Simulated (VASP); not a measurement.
# Ta19W (fl.c) in VASP: single point with LDA

Aim: the single point of Ta19W (fl.c) with LDA.

Program: VASP 6.6.1. These are calculated values, not measurements. Logs are shortened: lines on timing, memory, paths and dates and some standing lists are left out, and cuts for length are marked.

### Step 1. The cell of the first run

The cell holds a slab with vacuum, 20 atoms: a = 5.634 Å, b = 5.634 Å, c = 21.200 Å, α = 90.00°, β = 90.00°, γ = 109.47°.

### Step 2. Single point, LDA

Input file INCAR:

```
PREC = Accurate ; ENCUT = 520
EDIFF = 1E-6 ; ISMEAR = 1
SIGMA = 0.1 ; LREAL = Auto
LASPH = T ; NELM = 100
ALGO = Normal ; ISIF = 2
LWAVE = F ; LCHARG = F
LDIPOL = T ; IDIPOL = 3
DIPOL = 0.5 0.5 0.500 ; GGA = CA
NBANDS = 128
```

Input file KPOINTS:

```
regular mesh
0
Gamma
  5 5 1
```

Input file POSCAR:

```
Ta19W
1.0
    5.6338675160      0.0000000144      0.0000000000
   -1.8779558582      5.3116612263      0.0000000000
    0.0000000000      0.0000000000     21.2000265128
Ta W
19 1
Direct
    0.0000000000      0.0000000000      0.2893567904
    0.0000000000      0.5000000000      0.2886468437
    0.5000000000      0.0000000000      0.2886468437
    0.5000000000      0.5000000000      0.2894391784
    0.2531080875      0.2531080875      0.3939923968
    0.2492657059      0.7507342941      0.3919947584
    0.7507342941      0.2492657059      0.3919947584
    0.7468919125      0.7468919125      0.3939923968
    0.5000000000      0.0000000000      0.4999999812
    1.0000000000      0.5000000000      0.4999999812
    0.0000000000      0.0000000000      0.4999999745
    0.7468920389      0.7468920389      0.6060077072
    0.7507343980      0.2492656020      0.6080051716
    0.2492656020      0.7507343980      0.6080051716
    0.2531079611      0.2531079611      0.6060077072
    0.0000000000      0.0000000000      0.7106432940
    0.0000000000      0.5000000000      0.7113530185
    0.5000000000      0.0000000000      0.7113530185
    0.5000000000      0.5000000000      0.7105608847
    0.5000000000      0.5000000000      0.5000001235
```

Potentials or basis: VASP PAW LDA potentials, release 64 (Ta_pv, W_sv).

The run is started by

```sh
$ cat potpaw_LDA.64/Ta_pv/POTCAR potpaw_LDA.64/W_sv/POTCAR > POTCAR
$ mpirun -np 1 vasp_std > vasp.out
```

OUTCAR:

```text
PREC = Accurate
   ENCUT = 520
   EDIFF = 1E-6
   ISMEAR = 1
   LREAL = Auto
   LASPH = T
   NELM = 100
   ISIF = 2
   GGA = CA

 ion  position               nearest neighbor table
   1  0.000  0.000  0.289-   5 2.76   8 2.76   3 2.82   3 2.82   2 2.82   2 2.82   7 3.16   6 3.16
                             4 3.25   4 3.25
   2  0.000  0.500  0.289-   6 2.73   7 2.73   1 2.82   1 2.82   4 2.82   4 2.82   5 3.21   8 3.21
                             3 3.25   3 3.25
   3  0.500  0.000  0.289-   6 2.73   7 2.73   1 2.82   1 2.82   4 2.82   4 2.82   5 3.21   8 3.21
                             2 3.25   2 3.25
   4  0.500  0.500  0.289-   5 2.74   8 2.74   2 2.82   2 2.82   3 2.82   3 2.82   7 3.17   6 3.17
                             1 3.25   1 3.25
   5  0.253  0.253  0.394-   4 2.74  20 2.76   1 2.76  11 2.79   7 2.81   6 2.81   7 2.82   6 2.82
                             2 3.21   3 3.21   8 3.21  10 3.22   9 3.22   8 3.29
   6  0.249  0.751  0.392-   3 2.73   2 2.73   9 2.81  10 2.81   8 2.81   5 2.81   8 2.82   5 2.82
                             1 3.16   4 3.17  11 3.24  20 3.25   7 3.25   7 3.25
   7  0.751  0.249  0.392-   3 2.73   2 2.73   9 2.81  10 2.81   5 2.81   8 2.81   5 2.82   8 2.82
                             1 3.16   4 3.17  11 3.24  20 3.25   6 3.25   6 3.25
   8  0.747  0.747  0.394-   4 2.74  20 2.76   1 2.76  11 2.79   6 2.81   7 2.81   6 2.82   7 2.82
                             2 3.21   3 3.21   5 3.21  10 3.22   9 3.22   5 3.29
   9  0.500  0.000  0.500-  13 2.81  14 2.81   6 2.81   7 2.81  11 2.82  11 2.82  20 2.82  20 2.82
[... 9 lines left out ...]
  14  0.249  0.751  0.608-  18 2.73  17 2.73   9 2.81  10 2.81  12 2.81  15 2.81  12 2.82  15 2.82
                            16 3.16  19 3.17  11 3.24  20 3.25  13 3.25  13 3.25
  15  0.253  0.253  0.606-  19 2.74  20 2.76  16 2.76  11 2.79  13 2.81  14 2.81  13 2.82  14 2.82
                            17 3.21  18 3.21  12 3.21  10 3.22   9 3.22  12 3.29
  16  0.000  0.000  0.711-  12 2.76  15 2.76  18 2.82  18 2.82  17 2.82  17 2.82  14 3.16  13 3.16
                            19 3.25  19 3.25
  17  0.000  0.500  0.711-  13 2.73  14 2.73  16 2.82  16 2.82  19 2.82  19 2.82  12 3.21  15 3.21
                            18 3.25  18 3.25
  18  0.500  0.000  0.711-  13 2.73  14 2.73  16 2.82  16 2.82  19 2.82  19 2.82  12 3.21  15 3.21
                            17 3.25  17 3.25
  19  0.500  0.500  0.711-  12 2.74  15 2.74  17 2.82  17 2.82  18 2.82  18 2.82  14 3.17  13 3.17
                            16 3.25  16 3.25
  20  0.500  0.500  0.500-  12 2.76  15 2.76   5 2.76   8 2.76  10 2.82  10 2.82   9 2.82   9 2.82
                            14 3.25  13 3.25   7 3.25   6 3.25  11 3.25  11 3.25

  LATTYP: Found a base centered orthorhombic cell.
 ALAT       =     6.5054298488
 B/A-ratio  =     1.4142135641
 C/A-ratio  =     3.2588202480

  Lattice vectors:

 A1 = (   5.6338675160,   0.0000000144,   0.0000000000)
 A2 = (  -1.8779558582,   5.3116612263,   0.0000000000)
 A3 = (   0.0000000000,   0.0000000000,  21.2000265128)

Analysis of symmetry for initial positions (statically):
=====================================================================
 Subroutine PRICEL returns:
 Original cell was already a primitive cell.

 Routine SETGRP: Setting up the symmetry group for a
 base centered orthorhombic supercell.

 Subroutine GETGRP returns: Found  8 space group operations
 (whereof  8 operations were pure point group operations)
 out of a pool of  8 trial point group operations.

The static configuration has the point symmetry D_2h.

Analysis of symmetry for dynamics (positions and initial velocities):
=====================================================================
 Subroutine PRICEL returns:
 Original cell was already a primitive cell.

 Routine SETGRP: Setting up the symmetry group for a
 base centered orthorhombic supercell.

 Subroutine GETGRP returns: Found  8 space group operations
 (whereof  8 operations were pure point group operations)
 out of a pool of  8 trial point group operations.

The dynamic configuration has the point symmetry D_2h.

 Subroutine INISYM returns: Found  8 space group operations
 (whereof  8 operations are pure point group operations),
 and found     1 'primitive' translations

----------------------------------------------------------------------------------------

                                     Primitive cell

  volume of cell :     634.4149

  direct lattice vectors                    reciprocal lattice vectors
     5.633867516  0.000000014  0.000000000     0.177497961  0.062755007  0.000000000
    -1.877955858  5.311661226  0.000000000    -0.000000000  0.188265019  0.000000000
     0.000000000  0.000000000 21.200026513     0.000000000  0.000000000  0.047169752

  length of vectors
[... 69 lines left out ...]
 ===========================================

 Found      9 irreducible k-points:

 Following reciprocal coordinates:
            Coordinates               Weight
  0.000000  0.000000  0.000000      1.000000
  0.200000  0.000000  0.000000      4.000000
  0.400000  0.000000  0.000000      4.000000
  0.200000  0.200000  0.000000      2.000000
  0.400000  0.200000  0.000000      4.000000
 -0.400000  0.200000  0.000000      4.000000
 -0.200000  0.200000  0.000000      2.000000
  0.400000  0.400000  0.000000      2.000000
 -0.400000  0.400000  0.000000      2.000000
   k-points           NKPTS =      9   k-points in BZ     NKDIM =      9   number of bands    NBANDS=    128
   number of dos      NEDOS =    301   number of ions     NIONS =     20
   total plane-waves  NPLWV = 282240
   dimension x,y,z NGX =    42 NGY =   42 NGZ =  160
   dimension x,y,z NGXF=    84 NGYF=   84 NGZF=  320
   ions per type =              19   1
   NGX,Y,Z   is equivalent  to a cutoff of  12.39, 12.39, 12.55 a.u.
   NGXF,Y,Z  is equivalent  to a cutoff of  24.79, 24.79, 25.09 a.u.
 SYSTEM =  unknown system
   PREC   = accura    normal or accurate (medium, high low for compatibility)
   ISTART =      0    job   : 0-new  1-cont  2-samecut
   ICHARG =      2    charge: 1-file 2-atom 10-const
   ISPIN  =      1    spin polarized calculation?
   LNONCOLLINEAR =      F non collinear calculations
   LSORBIT =      F    spin-orbit coupling
   LASPH  =      T    aspherical Exc in radial PAW
   ENCUT  =  520.0 eV  38.22 Ry    6.18 a.u.  10.48 10.48 39.42*2*pi/ulx,y,z
   NELM   =    100;   NELMIN=  2; NELMDL= -5     # of ELM steps
   EDIFF  = 0.1E-05   stopping-criterion for ELM
   LREAL  =      T    real-space projection
   EDIFFG = 0.1E-04   stopping-criterion for IOM
   NSW    =      0    number of steps for IOM
   IBRION =     -1    ionic relax: 0-MD 1-quasi-New 2-CG
   NFREE  =      0    steps in history (QN), initial steepest desc. (CG)
   ISIF   =      2    stress and relaxation
   ISYM   =      2    0-nonsym 1-usesym 2-fastsym
   POTIM  = 0.5000    time-step for ionic-motion
   TEBEG  =    0.0;   TEEND  =   0.0 temperature during run
   PSTRESS=    0.0 pullay stress
   NELECT =     223.0000    total number of electrons
   NUPDOWN=      -1.0000    fix difference up-down
   EMIN   =  10.00;   EMAX   =-10.00  energy-range for DOS
   EFERMI =   0.00;   METHOD = LEGACY
   ISMEAR =     1;   SIGMA  =   0.10  broadening in eV -4-tet -1-fermi 0-gaus
   EFERMI_NEDOS =   21; number of points for ismear=-14 and -15
   IALGO  =     38    algorithm
   IMIX   =      4    mixing-type and parameters
     AMIX     =   0.40;   BMIX     =  1.00
     AMIX_MAG =   1.60;   BMIX_MAG =  1.00
  volume/ion in A,a.u.               =      31.72       214.06
  Fermi-wavevector in a.u.,A,eV,Ry     =   1.155364  2.183320 18.161939  1.334865
  Thomas-Fermi vector in A             =   2.291993
   LORBIT       =      0    0 simple, 1 ext, 2 COOP (PROOUT), +10 PAW based schemes
   GGA     = CA    functional components
   LHFCALC =     F    Hartree Fock is set to
   AEXX    =    0.0000 exact exchange contribution
   IVDW    =     0    specifies the selected vdW correction
   LEPSILON=     F    determine dielectric tensor
   LRPA    =     F    only Hartree local field effects (RPA)
 non-spin polarized calculation
 Methfessel and Paxton  Order N= 1 SIGMA  =   0.10
  energy-cutoff  :      520.00
  volume of cell :      634.41
 maximum number of plane-waves:     17140
 NGX is ok and might be reduce to    42
   NGX = 21   NGY = 21   NGZ = 79

 dipolmoment           0.000000      0.000000      0.000000 electrons x Angstroem

 number of electron     222.9999989 magnetization

 dipolmoment           0.000000      0.000000     -0.000006 electrons x Angstroem

 Free energy of the ion-electron system (eV)
  ---------------------------------------------------
  ext. energy  EPLUGINS =         0.00000000
  ---------------------------------------------------
  free energy    TOTEN  =      -248.02577093 eV

  energy without entropy =     -248.01824049  energy(sigma->0) =     -248.02326079

 E-fermi :   1.1452     XC(G=0):  -8.0390

 val. band max:        1.1377068582   @ k =   0.4000   0.2000   0.0000
 cond. band min:       1.1484041323   @ k =   0.2000   0.0000   0.0000
 fundamental gap:      0.0106972741
 Fermi energy:         1.1452116700

 k-point     1 :       0.0000    0.0000    0.0000
  band No.  band energies     occupation
      1     -71.5538      2.00000
      2     -36.1192      2.00000
      3     -36.1044      2.00000
      4     -36.0908      2.00000
      5     -33.1575      2.00000
      6     -33.1440      2.00000
[... 1123 lines left out ...]
    122       2.1559     -0.00000
    123       2.3761     -0.00000
 [bands above 123 left out]

------------------------ aborting loop because EDIFF is reached ----------------------------------------

 vacuum level on the upper side and lower side of the slab       (xc-potential included)        -0.298        -0.298

  FORCE on cell =-STRESS in cart. coord.  units (eV):
  Direction    XX          YY          ZZ          XY          YZ          ZX
  --------------------------------------------------------------------------------------
  -------------------------------------------------------------------------------------
  Total       -9.3514431     -8.1221520      1.6194838      1.7384801      0.0000000      0.0000000
  in kB      -23.6165152    -20.5120135      4.0899104      4.3904284      0.0000000      0.0000000
  external PRESSURE =     -13.3462061 kB  Pullay stress =       0.0000000 kB

 VOLUME and BASIS-vectors are now :
 -----------------------------------------------------------------------------
  energy-cutoff  :      520.00
  volume of cell :      634.41
      direct lattice vectors                 reciprocal lattice vectors
     5.633867516  0.000000014  0.000000000     0.177497961  0.062755007  0.000000000
    -1.877955858  5.311661226  0.000000000    -0.000000000  0.188265019  0.000000000
     0.000000000  0.000000000 21.200026513     0.000000000  0.000000000  0.047169752

 POSITION                                       TOTAL-FORCE (eV/Angst)
 -----------------------------------------------------------------------------------
      0.00000      0.00000      6.13437        -0.000000     -0.000000     -0.070030
     -0.93898      2.65583      6.11932         0.000000     -0.000000     -0.010989
      2.81693      0.00000      6.11932         0.000000     -0.000000     -0.010989
      1.87796      2.65583      6.13612         0.000000     -0.000000     -0.087701
      0.95065      1.34442      8.35265        -0.015239     -0.021552      0.010606
     -0.00552      3.98765      8.31030         0.011212     -0.007928     -0.023081
[... 12 lines left out ...]
      1.87796      2.65583     15.06391        -0.000000     -0.000000      0.087701
      1.87796      2.65583     10.60002        -0.000000     -0.000000      0.000000
 -----------------------------------------------------------------------------------
    total drift:                               -0.000000     -0.000000     -0.002945

  FREE ENERGIE OF THE ION-ELECTRON SYSTEM (eV)
  ---------------------------------------------------
  free  energy   TOTEN  =      -248.0257709332 eV

  energy  without entropy=     -248.0182404950  energy(sigma->0) =     -248.02326079

 vacuum level on the upper side and lower side of the slab         5.836         5.836
```

It took 50 min on 1 thread of Intel Xeon Platinum 8175M at 2.50GHz (Skylake/Cascade Lake), shared host; peak memory 0.71 GiB.

Results:

- Free energy: -248.0258 eV
- Largest force: 0.088 eV/Å

Forces in eV/Å, atoms in the order of the input:
```
Ta   0.000  0.000 -0.070
Ta   0.000  0.000 -0.011
Ta   0.000  0.000 -0.011
Ta   0.000  0.000 -0.088
Ta  -0.015 -0.022  0.011
Ta   0.011 -0.008 -0.023
Ta  -0.011  0.008 -0.023
Ta   0.015  0.022  0.011
Ta   0.000  0.000  0.000
Ta   0.000  0.000  0.000
Ta   0.000  0.000  0.000
Ta   0.015  0.022 -0.011
Ta  -0.011  0.008  0.023
Ta   0.011 -0.008  0.023
Ta  -0.015 -0.022 -0.011
Ta   0.000  0.000  0.070
Ta   0.000  0.000  0.011
Ta   0.000  0.000  0.011
Ta   0.000  0.000  0.088
W    0.000  0.000  0.000
```

Caveat: spin-orbit coupling is left out, which moves the levels of the heavy elements.
